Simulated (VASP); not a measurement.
# MnSn3 (Pm-3m) in VASP: a series of runs, part 2 of 2

VASP 6.6.1. The steps go on from the part before.

## Step 4: Single point, r2SCAN

This run uses another cell than the first one, of 24.38 Å³/atom.

Contents of POSCAR:

```
MnSn3
1.0
    4.6027677977      0.0000000000      0.0000000000
    0.0000000000      4.6027677977      0.0000000000
    0.0000000000      0.0000000000      4.6027677977
Sn Mn
3 1
Direct
    0.0000000000      0.5000000000      0.5000000000
    0.5000000000      0.0000000000      0.5000000000
    0.5000000000      0.5000000000      0.0000000000
    0.0000000000      0.0000000000      0.0000000000
```

Contents of INCAR.step1:

```
  PREC = Accurate
  ENCUT = 550
  ISMEAR = 0
  SIGMA = 0.1
  LREAL = F
  LASPH = T
  NELM = 120
  NBANDS = 36
  GGA = PE
  ALGO = Normal
  EDIFF = 1E-5
  LWAVE = T
  LCHARG = F
  GGA_COMPAT = F
```

Contents of INCAR.step2:

```
  PREC = Accurate
  ENCUT = 550
  EDIFF = 1E-6
  ISMEAR = 0
  SIGMA = 0.1
  LREAL = F
  LASPH = T
  NELM = 120
  ALGO = Normal
  ISIF = 2
  LWAVE = F
  LCHARG = F
  METAGGA = R2SCAN
  LMIXTAU = T
  NBANDS = 36
  ISTART = 1
  GGA_COMPAT = F
```

Contents of KPOINTS:

```
Automatic mesh
0
Gamma
  10 10 10
```

Potentials or basis: VASP PAW PBE potentials, release 64 (Sn_d, Mn_pv).

Launch:

```console
cat potpaw_PBE.64/Sn_d/POTCAR potpaw_PBE.64/Mn_pv/POTCAR > POTCAR
cp INCAR.step1 INCAR
mpirun -np 1 vasp_std > vasp.out
cp INCAR.step2 INCAR
mpirun -np 1 vasp_std > vasp.out
```

OUTCAR:

```text
PREC = Accurate
   ENCUT = 550
   EDIFF = 1E-6
   ISMEAR = 0
   LREAL = F
   LASPH = T
   NELM = 120
   ISIF = 2
   METAGGA = R2SCAN
   ISTART = 1

 ion  position               nearest neighbor table
   1  0.000  0.500  0.500-   2 3.25   3 3.25   4 3.25   3 3.25   4 3.25   2 3.25   4 3.25   4 3.25
                             2 3.25   3 3.25   3 3.25   2 3.25
   2  0.500  0.000  0.500-   1 3.25   3 3.25   4 3.25   3 3.25   4 3.25   1 3.25   3 3.25   3 3.25
                             1 3.25   4 3.25   4 3.25   1 3.25
   3  0.500  0.500  0.000-   1 3.25   2 3.25   4 3.25   1 3.25   2 3.25   2 3.25   4 3.25   2 3.25
                             1 3.25   4 3.25   1 3.25   4 3.25
   4  0.000  0.000  0.000-   1 3.25   2 3.25   3 3.25   1 3.25   2 3.25   1 3.25   3 3.25   1 3.25
                             2 3.25   3 3.25   2 3.25   3 3.25

  LATTYP: Found a simple cubic cell.
 ALAT       =     4.6027677977

  Lattice vectors:

 A1 = (   4.6027677977,   0.0000000000,   0.0000000000)
 A2 = (   0.0000000000,   4.6027677977,   0.0000000000)
 A3 = (   0.0000000000,   0.0000000000,   4.6027677977)

Analysis of symmetry for initial positions (statically):
=====================================================================
 Subroutine PRICEL returns:
 Original cell was already a primitive cell.

 Routine SETGRP: Setting up the symmetry group for a
 simple cubic supercell.

 Subroutine GETGRP returns: Found 48 space group operations
 (whereof 48 operations were pure point group operations)
 out of a pool of 48 trial point group operations.

The static configuration has the point symmetry O_h .

Analysis of symmetry for dynamics (positions and initial velocities):
=====================================================================
 Subroutine PRICEL returns:
 Original cell was already a primitive cell.

 Routine SETGRP: Setting up the symmetry group for a
 simple cubic supercell.

 Subroutine GETGRP returns: Found 48 space group operations
 (whereof 48 operations were pure point group operations)
 out of a pool of 48 trial point group operations.

The dynamic configuration has the point symmetry O_h .

 Subroutine INISYM returns: Found 48 space group operations
 (whereof 48 operations are pure point group operations),
 and found     1 'primitive' translations

----------------------------------------------------------------------------------------

                                     Primitive cell

  volume of cell :      97.5118

  direct lattice vectors                    reciprocal lattice vectors
     4.602767798  0.000000000  0.000000000     0.217260580  0.000000000  0.000000000
     0.000000000  4.602767798  0.000000000     0.000000000  0.217260580  0.000000000
     0.000000000  0.000000000  4.602767798     0.000000000  0.000000000  0.217260580

  length of vectors
     4.602767798  4.602767798  4.602767798     0.217260580  0.217260580  0.217260580

  position of ions in fractional coordinates (direct lattice)
     0.000000000  0.500000000  0.500000000
     0.500000000  0.000000000  0.500000000
     0.500000000  0.500000000  0.000000000
     0.000000000  0.000000000  0.000000000
[... 28 lines left out ...]

 Subroutine IBZKPT returns following result:
 ===========================================

 Found     56 irreducible k-points:

 Following reciprocal coordinates:
            Coordinates               Weight
  0.000000  0.000000  0.000000      1.000000
  0.100000  0.000000  0.000000      6.000000
  0.200000  0.000000  0.000000      6.000000
  0.300000  0.000000  0.000000      6.000000
  0.400000  0.000000  0.000000      6.000000
  0.500000  0.000000  0.000000      3.000000
[... 16 lines left out ...]
  0.200000  0.100000  0.100000     24.000000
  0.300000  0.100000  0.100000     24.000000
 [... further k-points ...]
   k-points           NKPTS =     56   k-points in BZ     NKDIM =     56   number of bands    NBANDS=     36
   number of dos      NEDOS =    301   number of ions     NIONS =      4
   total plane-waves  NPLWV =  46656
   dimension x,y,z NGX =    36 NGY =   36 NGZ =   36
   dimension x,y,z NGXF=    72 NGYF=   72 NGZF=   72
   ions per type =               3   1
   NGX,Y,Z   is equivalent  to a cutoff of  13.00, 13.00, 13.00 a.u.
   NGXF,Y,Z  is equivalent  to a cutoff of  26.01, 26.01, 26.01 a.u.
 SYSTEM =  unknown system
   PREC   = accura    normal or accurate (medium, high low for compatibility)
   ISTART =      1    job   : 0-new  1-cont  2-samecut
   ICHARG =      0    charge: 1-file 2-atom 10-const
   ISPIN  =      1    spin polarized calculation?
   LNONCOLLINEAR =      F non collinear calculations
   LSORBIT =      F    spin-orbit coupling
   LASPH  =      T    aspherical Exc in radial PAW
   ENCUT  =  550.0 eV  40.42 Ry    6.36 a.u.   8.80  8.80  8.80*2*pi/ulx,y,z
   NELM   =    120;   NELMIN=  2; NELMDL=  0     # of ELM steps
   EDIFF  = 0.1E-05   stopping-criterion for ELM
   LREAL  =      F    real-space projection
   EDIFFG = 0.1E-04   stopping-criterion for IOM
   NSW    =      0    number of steps for IOM
   IBRION =     -1    ionic relax: 0-MD 1-quasi-New 2-CG
   NFREE  =      0    steps in history (QN), initial steepest desc. (CG)
   ISIF   =      2    stress and relaxation
   ISYM   =      2    0-nonsym 1-usesym 2-fastsym
   POTIM  = 0.5000    time-step for ionic-motion
   TEBEG  =    0.0;   TEEND  =   0.0 temperature during run
   PSTRESS=    0.0 pullay stress
   NELECT =      55.0000    total number of electrons
   NUPDOWN=      -1.0000    fix difference up-down
   EMIN   =  10.00;   EMAX   =-10.00  energy-range for DOS
   EFERMI =   0.00;   METHOD = LEGACY
   ISMEAR =     0;   SIGMA  =   0.10  broadening in eV -4-tet -1-fermi 0-gaus
   EFERMI_NEDOS =   21; number of points for ismear=-14 and -15
   IALGO  =     38    algorithm
   IMIX   =      4    mixing-type and parameters
     AMIX     =   0.40;   BMIX     =  1.00
     AMIX_MAG =   1.60;   BMIX_MAG =  1.00
  volume/ion in A,a.u.               =      24.38       164.51
  Fermi-wavevector in a.u.,A,eV,Ry     =   1.352623  2.556086 24.893057  1.829588
  Thomas-Fermi vector in A             =   2.479946
   LORBIT       =      0    0 simple, 1 ext, 2 COOP (PROOUT), +10 PAW based schemes
   METAGGA = R2SCAN    functional components
   LHFCALC =     F    Hartree Fock is set to
   AEXX    =    0.0000 exact exchange contribution
   IVDW    =     0    specifies the selected vdW correction
   LEPSILON=     F    determine dielectric tensor
   LRPA    =     F    only Hartree local field effects (RPA)
 non-spin polarized calculation
 Gauss-broadening in eV      SIGMA  =   0.10
  energy-cutoff  :      550.00
  volume of cell :       97.51
 maximum number of plane-waves:      2897
 NGX is ok and might be reduce to    36
   NGX = 17   NGY = 17   NGZ = 17

 number of electron      55.0000022 magnetization

 Free energy of the ion-electron system (eV)
  ---------------------------------------------------
  ext. energy  EPLUGINS =         0.00000000
  ---------------------------------------------------
  free energy    TOTEN  =       -84.85145817 eV

  energy without entropy =      -84.81648497  energy(sigma->0) =      -84.83397157

 E-fermi :   7.7920     XC(G=0): -11.5096

 val. band max:        7.7711667146   @ k =   0.5000   0.3000   0.0000
 cond. band min:       7.7931710864   @ k =   0.3000   0.3000   0.1000
 fundamental gap:      0.0220043719
 Fermi energy:         7.7919862850

 k-point     1 :       0.0000    0.0000    0.0000
  band No.  band energies     occupation
      1     -41.4613      2.00000
      2     -41.4613      2.00000
      3     -41.4611      2.00000
      4     -14.5760      2.00000
      5     -14.5760      2.00000
      6     -14.5760      2.00000
[... 925 lines left out ...]
     35      11.6429      0.00000
     36      12.6534      0.00000

 [... further k-points ...]

------------------------ aborting loop because EDIFF is reached ----------------------------------------

  FORCE on cell =-STRESS in cart. coord.  units (eV):
  Direction    XX          YY          ZZ          XY          YZ          ZX
  --------------------------------------------------------------------------------------
  -------------------------------------------------------------------------------------
  Total       -4.5443141     -4.5443141     -4.5443141     -0.0000000      0.0000000     -0.0000000
  in kB      -74.6658014    -74.6658014    -74.6658014     -0.0000000      0.0000000     -0.0000000
  external PRESSURE =     -74.6658014 kB  Pullay stress =       0.0000000 kB

 VOLUME and BASIS-vectors are now :
 -----------------------------------------------------------------------------
  energy-cutoff  :      550.00
  volume of cell :       97.51
      direct lattice vectors                 reciprocal lattice vectors
     4.602767798  0.000000000  0.000000000     0.217260580  0.000000000  0.000000000
     0.000000000  4.602767798  0.000000000     0.000000000  0.217260580  0.000000000
     0.000000000  0.000000000  4.602767798     0.000000000  0.000000000  0.217260580

 POSITION                                       TOTAL-FORCE (eV/Angst)
 -----------------------------------------------------------------------------------
      0.00000      2.30138      2.30138         0.000000      0.000000      0.000000
      2.30138      0.00000      2.30138         0.000000      0.000000      0.000000
      2.30138      2.30138      0.00000         0.000000      0.000000      0.000000
      0.00000      0.00000      0.00000         0.000000      0.000000      0.000000
 -----------------------------------------------------------------------------------
    total drift:                                0.000000      0.000000      0.000000

  FREE ENERGIE OF THE ION-ELECTRON SYSTEM (eV)
  ---------------------------------------------------
  free  energy   TOTEN  =       -84.8514581708 eV

  energy  without entropy=      -84.8164849690  energy(sigma->0) =      -84.83397157
```

Run time: 4.3 min. Hardware: 1 thread of Intel Xeon 6975P-C (Granite Rapids), shared host; peak memory 0.34 GiB.

What came out:

- Free energy: -84.8515 eV
- Pressure: -7.5 GPa
- Band gap on the k mesh: zero (an odd number of electrons rules out a gap without spin polarisation)

Caveat: the cell stands under tension; the PAW data sets were made with another functional, which shifts forces and pressure a little; spin-orbit coupling is left out, which moves the levels of the heavy elements; the run has no spin polarisation, though such a crystal can be magnetic. Spin polarisation is off, so any magnetic state and its effect on volume and gap are missing.

## Step 5: Overview

| task | level | cell | cutoff (eV) | gap on the mesh (eV) | pressure (GPa) |
| --- | --- | --- | --- | --- | --- |
| single point | PBE | a = 4.437 Å, 4 atoms | 500 | none | -0.1 |
| relaxation of cell and atoms | PBE | relaxed from a = 4.603 Å, 4 atoms | 500 | none | 0.1 |
| single point | r2SCAN | a = 4.603 Å, 4 atoms | 550 | none | -7.5 |

Alike in all rows: potentials or basis VASP PAW PBE potentials, release 64 (Sn_d, Mn_pv); no spin polarisation; k mesh 10 × 10 × 10; smearing gaussian 0.1 eV.

Caveats: spin-orbit coupling is left out, which moves the levels of the heavy elements; the run has no spin polarisation, though such a crystal can be magnetic; the cell stands under tension (at least some runs); the PAW data sets were made with another functional, which shifts forces and pressure a little (at least some runs).

Total energies depend on the potentials used, so only differences within one code and one set of settings carry meaning.
